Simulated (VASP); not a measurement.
# Cd (P6_3/mmc) in VASP: further runs

Runs on Cd. Level: PBE. Tasks: single point.

Everything below comes from runs of VASP 6.6.1. Logs are shortened: lines on timing, memory, paths and dates and some standing lists are left out, and cuts for length are marked.

**1. The cell of the first run**

It takes space group P6_3/mmc (No. 194, hexagonal). The conventional cell has a = 3.009 Å, b = 3.009 Å, c = 5.618 Å, α = 90.00°, β = 90.00°, γ = 120.00°. Cd (site symmetry -6m2) has 12 Cd at 3.01 to 3.30 Å within 4.0 Å.

**2. Single point, PBE (strain +0.0100 x Voigt [1, 1, 0, 0, 0, 0])**

INCAR reads:

```
PREC = Accurate
ENCUT = 520
EDIFF = 1E-6
ISMEAR = 0
SIGMA = 0.15
LREAL = False
LASPH = True
NELM = 60
ALGO = Fast
ISIF = 2
LWAVE = False
LCHARG = False
GGA = PE
NBANDS = 19
```

KPOINTS reads:

```
Automatic mesh
0
Gamma
  18 18 8
```

POSCAR reads:

```
Cd
1.0
    3.0086612332      0.0000000000      0.0000000000
   -1.5043306166      2.6055770593      0.0000000000
    0.0000000000      0.0000000000      5.6176500000
Cd
2
Direct
    0.3333333333      0.6666666667      0.2500000000
    0.6666666667      0.3333333333      0.7500000000
```

Potentials or basis: VASP PAW PBE potentials, release 64 (Cd).

Run with:

```bash
cat potpaw_PBE.64/Cd/POTCAR > POTCAR
mpirun -np 1 vasp_std > vasp.out
```

OUTCAR:

```text
PREC = Accurate
   ENCUT = 520
   EDIFF = 1E-6
   ISMEAR = 0
   LREAL = False
   LASPH = True
   NELM = 60
   ISIF = 2
   GGA = PE

 ion  position               nearest neighbor table
   1  0.333  0.667  0.250-   2 3.30   2 3.30   2 3.30   2 3.30   2 3.30   2 3.30
   2  0.667  0.333  0.750-   1 3.30   1 3.30   1 3.30   1 3.30   1 3.30   1 3.30

  LATTYP: Found a hexagonal cell.
 ALAT       =     3.0086612332
 C/A-ratio  =     1.8671593658

  Lattice vectors:

 A1 = (   3.0086612332,   0.0000000000,   0.0000000000)
 A2 = (  -1.5043306166,   2.6055770593,   0.0000000000)
 A3 = (   0.0000000000,   0.0000000000,   5.6176500000)

Analysis of symmetry for initial positions (statically):
=====================================================================
 Subroutine PRICEL returns:
 Original cell was already a primitive cell.

 Routine SETGRP: Setting up the symmetry group for a
 hexagonal supercell.

 Subroutine GETGRP returns: Found 24 space group operations
 (whereof 12 operations were pure point group operations)
 out of a pool of 24 trial point group operations.

The static configuration has the point symmetry D_3d.
 The point group associated with its full space group is D_6h.

Analysis of symmetry for dynamics (positions and initial velocities):
=====================================================================
 Subroutine PRICEL returns:
 Original cell was already a primitive cell.

 Routine SETGRP: Setting up the symmetry group for a
 hexagonal supercell.

 Subroutine GETGRP returns: Found 24 space group operations
 (whereof 12 operations were pure point group operations)
 out of a pool of 24 trial point group operations.

The dynamic configuration has the point symmetry D_3d.
 The point group associated with its full space group is D_6h.

 Subroutine INISYM returns: Found 24 space group operations
 (whereof 12 operations are pure point group operations),
 and found     1 'primitive' translations

----------------------------------------------------------------------------------------

                                     Primitive cell

  volume of cell :      44.0384

  direct lattice vectors                    reciprocal lattice vectors
     3.008661233  0.000000000  0.000000000     0.332373744  0.191896071  0.000000000
[... 76 lines left out ...]
 SYSTEM =  unknown system
   PREC   = accura    normal or accurate (medium, high low for compatibility)
   ISTART =      0    job   : 0-new  1-cont  2-samecut
   ICHARG =      2    charge: 1-file 2-atom 10-const
   ISPIN  =      1    spin polarized calculation?
   LNONCOLLINEAR =      F non collinear calculations
   LSORBIT =      F    spin-orbit coupling
   LASPH  =      T    aspherical Exc in radial PAW
   ENCUT  =  520.0 eV  38.22 Ry    6.18 a.u.   5.59  5.59 10.45*2*pi/ulx,y,z
   NELM   =     60;   NELMIN=  2; NELMDL= -5     # of ELM steps
   EDIFF  = 0.1E-05   stopping-criterion for ELM
   LREAL  =      F    real-space projection
   EDIFFG = 0.1E-04   stopping-criterion for IOM
   NSW    =      0    number of steps for IOM
   IBRION =     -1    ionic relax: 0-MD 1-quasi-New 2-CG
   NFREE  =      0    steps in history (QN), initial steepest desc. (CG)
   ISIF   =      2    stress and relaxation
   ISYM   =      2    0-nonsym 1-usesym 2-fastsym
   POTIM  = 0.5000    time-step for ionic-motion
   TEBEG  =    0.0;   TEEND  =   0.0 temperature during run
   PSTRESS=    0.0 pullay stress
   NELECT =      24.0000    total number of electrons
   NUPDOWN=      -1.0000    fix difference up-down
   EMIN   =  10.00;   EMAX   =-10.00  energy-range for DOS
   EFERMI =   0.00;   METHOD = LEGACY
   ISMEAR =     0;   SIGMA  =   0.15  broadening in eV -4-tet -1-fermi 0-gaus
   EFERMI_NEDOS =   21; number of points for ismear=-14 and -15
   IALGO  =     68    algorithm
   IMIX   =      4    mixing-type and parameters
     AMIX     =   0.40;   BMIX     =  1.00
     AMIX_MAG =   1.60;   BMIX_MAG =  1.00
  volume/ion in A,a.u.               =      22.02       148.59
  Fermi-wavevector in a.u.,A,eV,Ry     =   1.337215  2.526970 24.329180  1.788144
  Thomas-Fermi vector in A             =   2.465781
   LORBIT       =      0    0 simple, 1 ext, 2 COOP (PROOUT), +10 PAW based schemes
   GGA     = PE    functional components
   LHFCALC =     F    Hartree Fock is set to
   AEXX    =    0.0000 exact exchange contribution
   IVDW    =     0    specifies the selected vdW correction
   LEPSILON=     F    determine dielectric tensor
   LRPA    =     F    only Hartree local field effects (RPA)
 non-spin polarized calculation
 RMM-DIIS sequential band-by-band and
 Gauss-broadening in eV      SIGMA  =   0.15
  energy-cutoff  :      520.00
  volume of cell :       44.04
 maximum number of plane-waves:      1208
 NGX is ok and might be reduce to    24
   NGX = 11   NGY = 11   NGZ = 21

 number of electron      23.9999994 magnetization

 Free energy of the ion-electron system (eV)
  ---------------------------------------------------
  ext. energy  EPLUGINS =         0.00000000
  ---------------------------------------------------
  free energy    TOTEN  =        -1.48622718 eV

  energy without entropy =       -1.47944224  energy(sigma->0) =       -1.48283471

 E-fermi :   2.9421     XC(G=0): -10.9302

 val. band max:        2.9269350573   @ k =   0.2778   0.0556   0.0000
 cond. band min:       2.9424123625   @ k =   0.4444   0.0556   0.3750
 fundamental gap:      0.0154773052
 Fermi energy:         2.9421097876

 k-point     1 :       0.0000    0.0000    0.0000
  band No.  band energies     occupation
      1      -6.9573      2.00000
      2      -6.6897      2.00000
      3      -6.3684      2.00000
      4      -6.3684      2.00000
      5      -6.3172      2.00000
      6      -6.3172      2.00000
[... 505 lines left out ...]
      6      -6.0667      2.00000
[... 11 lines left out ...]
     18      13.6273      0.00000
     19      14.4956      0.00000

 [... further k-points ...]
[... 5 lines left out ...]
  --------------------------------------------------------------------------------------
  -------------------------------------------------------------------------------------
  Total        0.5781176      0.5781176      0.5046197      0.0000000      0.0000000      0.0000000
  in kB       21.0326922     21.0326922     18.3587408      0.0000000      0.0000000      0.0000000
  external PRESSURE =      20.1413750 kB  Pullay stress =       0.0000000 kB

 VOLUME and BASIS-vectors are now :
 -----------------------------------------------------------------------------
  energy-cutoff  :      520.00
  volume of cell :       44.04
      direct lattice vectors                 reciprocal lattice vectors
     3.008661233  0.000000000  0.000000000     0.332373744  0.191896071  0.000000000
    -1.504330617  2.605577059  0.000000000     0.000000000  0.383792142  0.000000000
     0.000000000  0.000000000  5.617650000     0.000000000  0.000000000  0.178010378

 POSITION                                       TOTAL-FORCE (eV/Angst)
 -----------------------------------------------------------------------------------
     -0.00000      1.73705      1.40441        -0.000000     -0.000000     -0.000000
      1.50433      0.86853      4.21324         0.000000      0.000000      0.000000
 -----------------------------------------------------------------------------------
    total drift:                               -0.000000      0.000000      0.000000

  FREE ENERGIE OF THE ION-ELECTRON SYSTEM (eV)
  ---------------------------------------------------
  free  energy   TOTEN  =        -1.4862271816 eV

  energy  without entropy=       -1.4794422375  energy(sigma->0) =       -1.48283471
```

stdout:

```text
POSCAR found type information on POSCAR Cd
 POSCAR found :  1 types and       2 ions
 scaLAPACK will be used
 LDA part: xc-table for (Slater+PW92), standard interpolation
 POSCAR, INCAR and KPOINTS ok, starting setup
 FFT: planning ... GRIDC
 FFT: planning ... GRID_SOFT
 FFT: planning ... GRID
 WAVECAR not read
 entering main loop
```

Run time: 36 s. Hardware: 1 thread of Intel Xeon 6975P-C (Granite Rapids), shared host; peak memory 0.25 GiB.

Results:

```yaml
Free_energy: -1.4862 eV
Pressure: 2.0 GPa
Band_gap_on_the_k_mesh: zero (bands 12 and 13 overlap by 4.35 eV)
```

Stress tensor (GPa, compression positive):
```
2.10 0.00 0.00
0.00 2.10 0.00
0.00 0.00 1.84
```

Caveat: the cell differs from its parent crystal (strain +0.0100 x Voigt [1, 1, 0, 0, 0, 0]).

**3. Single point, PBE (strain +0.0200 x Voigt [1, 1, 0, 0, 0, 0])**

INCAR reads:

```
SYSTEM = Cd
PREC = Accurate ; ENCUT = 520
EDIFF = 1E-6 ; ISMEAR = 0
SIGMA = 0.15 ; LREAL = .False.
LASPH = .True. ; NELM = 60
ALGO = Fast ; ISIF = 2
LWAVE = .False. ; LCHARG = .True.
GGA = PE ; LELF = .True.
LVHAR = .True. ; NBANDS = 19
```

KPOINTS reads:

```
regular mesh
0
Gamma
  18 18 8
  0 0 0
```

POSCAR reads:

```
Cd
1.0
    3.0384499582      0.0000000000      0.0000000000
   -1.5192249791      2.6313748520      0.0000000000
    0.0000000000      0.0000000000      5.6176500000
Cd
2
Direct
    0.3333333333      0.6666666667      0.2500000000
    0.6666666667      0.3333333333      0.7500000000
```

Potentials or basis: VASP PAW PBE potentials, release 64 (Cd).

Run with:

```bash
cat potpaw_PBE.64/Cd/POTCAR > POTCAR
mpirun -np 1 vasp_std > vasp.out
```

Wall time 38 s (1 thread of Intel Xeon 6975P-C (Granite Rapids), shared host); peak memory 0.25 GiB.

Results (log left out):

```yaml
Free_energy: -1.4942 eV
Pressure: 0.9 GPa
Band_gap_on_the_k_mesh: zero (bands 12 and 13 overlap by 4.12 eV)
```

Stress tensor (GPa, compression positive):
```
0.87 0.00 0.00
0.00 0.87 0.00
0.00 0.00 1.01
```

Levels at points of the mesh, in eV from the Fermi level:
```
           k point  band 8  band 9  band 10  band 11  band 12  band 13  band 14  band 15  band 16  band 17
(0.00, 0.00, 0.00)   -8.80   -8.70    -8.54    -8.54    -2.94    -2.89    10.75    14.02    14.03    14.03
(0.50, 0.00, 0.00)   -8.56   -8.32    -8.30    -2.38    -2.02     1.92     2.91     2.95     5.08     7.88
(0.00, 0.00, 0.50)   -8.65   -8.65    -8.65    -7.23    -7.23     3.82     3.82    14.34    14.34    14.99
(0.50, 0.00, 0.50)   -8.54   -8.31    -8.31    -1.55    -1.55    -0.17    -0.17     8.02     8.02     9.50
```

Caveat: the cell differs from its parent crystal (strain +0.0200 x Voigt [1, 1, 0, 0, 0, 0]).
